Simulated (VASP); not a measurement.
## Au: electric field gradients with PBE

Au:

```
Au
1.0
     2.87143    0.00000    0.00000
    -1.43571    2.48673    0.00000
     0.00000    0.00000    4.97760
Au
2
Direct
  0.33333 0.66667 0.75000
  0.66667 0.33333 0.25000
```

This cell differs from its parent crystal: z stretched by +2 % at fixed volume.

- Program: VASP 6.6.1
- Task: electric field gradients
- Functional: PBE
- Potentials or basis: VASP PAW PBE potentials, release 64 (Au_sv_GW)
- Cutoff: 400 eV
- k mesh: 14 × 14 × 8
- Occupations: fermi-dirac, width 0.03 eV
- Spin: no spin polarisation
- Dipole correction: no
- Second run: valence_matched
- Further INCAR settings: ALGO = Normal; EDIFF = 1e-08; NBANDS = 26

```json
{
  "Pressure": "-1.6 GPa",
  "Band gap on the k mesh": "zero (band 19 reaches 12.06 eV, above the bottom of band 20 at 5.58 eV)"
}
```

Stress tensor (GPa, compression positive):
```
-0.78  0.00  0.00
 0.00 -0.78  0.00
 0.00  0.00 -3.28
```

Levels at points of the mesh, in eV from the Fermi level:
```
           k point  band 16  band 17  band 18  band 19  band 20  band 21  band 22  band 23
(0.00, 0.00, 0.00)    -3.36    -3.36    -2.23    -2.23    -1.19     2.04    14.74    15.05
(0.50, 0.00, 0.00)    -2.10    -1.83    -1.69     0.40     1.59     5.43     6.89     6.96
(0.00, 0.00, 0.50)    -4.47    -2.64    -2.64    -2.64    -2.64     9.64     9.64    15.03
(0.50, 0.00, 0.50)    -2.44    -1.75    -1.75     0.53     0.53     3.80     3.80    12.58
```

Electric field gradients, principal values (V/Å²):
| atom | least | middle | greatest (by size) |
| --- | --- | --- | --- |
| 1 Au | -14.179 | -14.187 | 28.367 |
| 2 Au | -14.179 | -14.187 | 28.367 |

Wall time 77 s on 1 thread of AMD EPYC 7R43 64-Core Processor (Zen 3), with other jobs on the host, peak memory 0.14 GiB.

Caveat: without QUAD_EFG the Cq values of the log hold for a quadrupole moment of 1 mb, not for the nuclei; spin-orbit coupling is left out, which moves the levels of the heavy elements.
